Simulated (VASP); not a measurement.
C, 1 atom in the cell. Symmetry: Pm-3m, No. 221, cubic system. Conventional cell: a = 1.503 Å, b = 1.503 Å, c = 1.503 Å, α = 90.00°, β = 90.00°, γ = 90.00°. C (site symmetry m-3m) has 6 C at 1.50 Å within 2.0 Å. 

| Item | Value |
| --- | --- |
| Program | VASP 6.6.1 |
| Task | single point |
| Functional | LDA |
| Potentials or basis | VASP PAW LDA potentials, release 64 (C) |
| Cutoff | 520 eV |
| k mesh | 25 × 25 × 25 |
| Occupations | fermi-dirac, width 0.1 eV |
| Spin | no spin polarisation |
| Dipole correction | no |
| Further INCAR settings | ALGO = Normal; EDIFF = 1e-07; NBANDS = 8 |

Potentials or basis: VASP PAW LDA potentials, release 64 (C).

Launch:

```bash
$ cat potpaw_LDA.64/C/POTCAR > POTCAR
$ mpirun -np 1 vasp_std > vasp.out
```

Hardware: 1 thread of Intel Xeon 8259CL (shared host).

Q: How long does it take, and how much memory?

A: It took 8 s on 1 thread of Intel Xeon 8259CL, on a shared host, peak memory 0.11 GiB. Counts: scf iterations 10, k points 455.
